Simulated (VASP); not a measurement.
## W: single point with LDA

The system is W.

```xyz
1
Lattice="0.0000 2.2543 1.4932 2.2543 0.0000 1.4932 2.2543 2.2543 0.0000" Properties=species:S:1:pos:R:3 pbc="T T T"
W     0.0000    0.0000    0.0000
```

| Property | Result |
| --- | --- |
| Program | VASP 6.6.1 |
| Task | single point |
| Functional | LDA |
| Potentials or basis | VASP PAW LDA potentials, release 64 (W_sv) |
| Cutoff | 520 eV |
| k mesh | 22 × 22 × 22 |
| Occupations | gaussian, width 0.15 eV |
| Spin | no spin polarisation |
| Dipole correction | no |
| Further INCAR settings | ALGO = Fast; EDIFF = 1e-06; NBANDS = 13 |

| Item | Value |
| --- | --- |
| Pressure | 8.1 GPa |
| Band gap on the k mesh | zero (bands 7 and 8 overlap by 6.62 eV) |

Stress tensor (GPa, compression positive):
```
 0.26  0.00  0.00
 0.00  0.26  0.00
 0.00  0.00 23.80
```

Levels at points of the mesh, in eV from the Fermi level:
| k point | band 3 | band 4 | band 5 | band 6 | band 7 | band 8 | band 9 | band 10 | band 11 | band 12 |
| --- | --- | --- | --- | --- | --- | --- | --- | --- | --- | --- |
| (0.00, 0.00, 0.00) | -37.45 | -37.41 | -9.79 | -1.93 | -0.98 | -0.98 | 1.59 | 2.87 | 14.27 | 14.27 |
| (0.50, 0.00, 0.00) | -37.96 | -37.49 | -6.56 | -4.10 | 1.20 | 2.27 | 3.83 | 6.52 | 11.60 | 11.98 |
| (0.50, 0.50, 0.00) | -38.56 | -38.33 | -6.31 | -6.13 | 5.37 | 5.37 | 5.67 | 8.12 | 8.12 | 9.92 |
| (0.50, 0.00, 0.50) | -37.84 | -37.42 | -6.56 | -3.14 | 0.63 | 1.38 | 2.81 | 6.38 | 11.45 | 11.88 |

Wall time 2.8 min on 1 thread of AMD EPYC 7R43 64-Core Processor (Zen 3) (shared host), peak memory 0.22 GiB.

Caveat: the cell stands under pressure; spin-orbit coupling is left out, which moves the levels of the heavy elements.
